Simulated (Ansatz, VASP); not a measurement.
## SeO: VASP beside Ansatz

```xyz
2
Lattice="2.9958 0.0000 0.0000 0.0000 2.9958 0.0000 0.0000 0.0000 3.9267" Properties=species:S:1:pos:R:3 pbc="T T T"
Se    1.4979    1.4979    1.9633
O     0.0000    0.0000    0.0000
```

Alike in both runs: task relaxation of cell and atoms; functional PBE; k mesh 6 × 6 × 4; occupations gaussian, width 0.1 eV; collinear spin.

```csv
,VASP,Ansatz
version,VASP 6.6.1,Ansatz 0.2.0
potentials or method,"VASP PAW PBE potentials, release 64 (Se, O), cutoff 600 eV","scalar-relativistic, plane waves, PAW"
valence electrons in the cell,12,22
```

VASP gave:

* gap on the k mesh at the Fermi level, each at its own relaxed structure (eV): none
* net moment per atom (μB): 0.00
* relaxed volume (Å³/atom): 12.41
* relaxed length of the cell vector where the two differ most in proportion (Å): 3.003

Task: What did Ansatz give for the same quantities?

Result: gap on the k mesh at the Fermi level, each at its own relaxed structure (eV): none; net moment per atom (μB): 0.00; relaxed volume (Å³/atom): 12.44; relaxed length of the cell vector where the two differ most in proportion (Å): 3.006.

A gap of «none» marks a metal or a gap that the smearing closes. VASP's potentials hold 12 valence electrons a cell and Ansatz's 22, so a difference there can come from the potentials and not from the codes. Ansatz's warnings: seeded moment not kept.

The k mesh is coarse, so the values compare programs but aren't converged. Noted on VASP's run: the volume moved by over 15 % at a fixed basis, so the end points are rough.
